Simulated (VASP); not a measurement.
A run of VASP 6.6.1:

Contents of INCAR:

```
ALGO = Normal ; EDIFF = 1E-6
ENCUT = 520 ; GGA = PS
ISIF = 2 ; ISMEAR = -1
LASPH = True ; LCHARG = True
LELF = True ; LREAL = False
LVHAR = True ; LWAVE = False
NBANDS = 16 ; NELM = 60
PREC = Accurate ; SIGMA = 0.02
```

Contents of KPOINTS:

```
k-points
0
Gamma
  11 11 6
```

File POSCAR:

```
AlN
1.0
    3.0798921301      0.0000000000      0.0000000000
   -1.5399460650      2.6672648256      0.0000000000
    0.0000000000      0.0000000000      4.9780000000
Al N
2 2
Direct
    0.3333333333      0.6666666667      0.0000000000
    0.6666666667      0.3333333333      0.5000000000
    0.3333333333      0.6666666667      0.3850000000
    0.6666666667      0.3333333333      0.8850000000
```

Potentials or basis: VASP PAW PBE potentials, release 64 (Al, N).

The run is started by

```bash
$ cat potpaw_PBE.64/Al/POTCAR potpaw_PBE.64/N/POTCAR > POTCAR
$ mpirun -np 1 vasp_std > vasp.out
```

Hardware: 1 thread of Intel Xeon 8259CL, with other jobs on the host.

Problem. How long does it take, and how much memory?

Solution. It took 60 s on 1 thread of Intel Xeon 8259CL (shared host), peak memory 0.17 GiB. Counts: scf iterations 12, k points 64.
